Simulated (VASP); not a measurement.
Here is a VASP 6.6.1 calculation.

File INCAR:

```
PREC = Accurate ; ENCUT = 520
EDIFF = 1E-7 ; ISMEAR = 0
SIGMA = 0.1 ; LREAL = F
LASPH = T ; NELM = 200
ALGO = Normal ; ISIF = 2
LWAVE = F ; LCHARG = F
ISPIN = 2 ; MAGMOM = 0 0 0 0 0 0 0 0 0 0 0 0 1 0
LORBIT = 11 ; LDIPOL = T
IDIPOL = 3 ; DIPOL = 0.5 0.5 0.309
GGA = CA ; IBRION = 2
NSW = 36 ; EDIFFG = -0.025
GGA_COMPAT = F ; NELMIN = 4
NELMDL = -8 ; KPAR = 4
```

KPOINTS

```
regular mesh
0
Gamma
  5 5 1
```

File POSCAR:

```
Al12HC
1.0
    5.6343731020      0.0000000000      0.0000000000
    0.0000000000      5.6343731020      0.0000000000
    0.0000000000      0.0000000000     20.7039189548
Al C H
12 1 1
Selective dynamics
Direct
    0.2500000000      0.2500000000      0.1932001380  F F F
    0.2500000000      0.7500000000      0.1932001380  F F F
    0.7500000000      0.2500000000      0.1932001380  F F F
    0.7500000000      0.7500000000      0.1932001380  F F F
    0.0000000000      0.0000000000      0.2922907177  F F F
    0.0000000000      0.5000000000      0.2922907177  F F F
    0.5000000000      0.0000000000      0.2922907177  F F F
    0.5000000000      0.5000000000      0.2922907177  F F F
    0.2500000000      0.2500000000      0.3914195652  F F F
    0.2500000000      0.7500000000      0.3914195652  F F F
    0.7500000000      0.2500000000      0.3914195652  F F F
    0.7500000000      0.7500000000      0.3914195652  F F F
    0.5000000000      0.5000000000      0.3855084685  F F T
    0.5000000000      0.5000000000      0.4386385064  F F T
```

Potentials or basis: VASP PAW LDA potentials, release 64 (Al, C, H).

Command:

```console
$ cat potpaw_LDA.64/Al/POTCAR potpaw_LDA.64/C/POTCAR potpaw_LDA.64/H/POTCAR > POTCAR
$ mpirun -np 4 vasp_std > vasp.out
```

(1) Estimate the energy gained by relaxing.

(2) What does it give for the net moment?

Results:

(1) 113.8 meV/atom.

(2) 0.00 μB per cell.
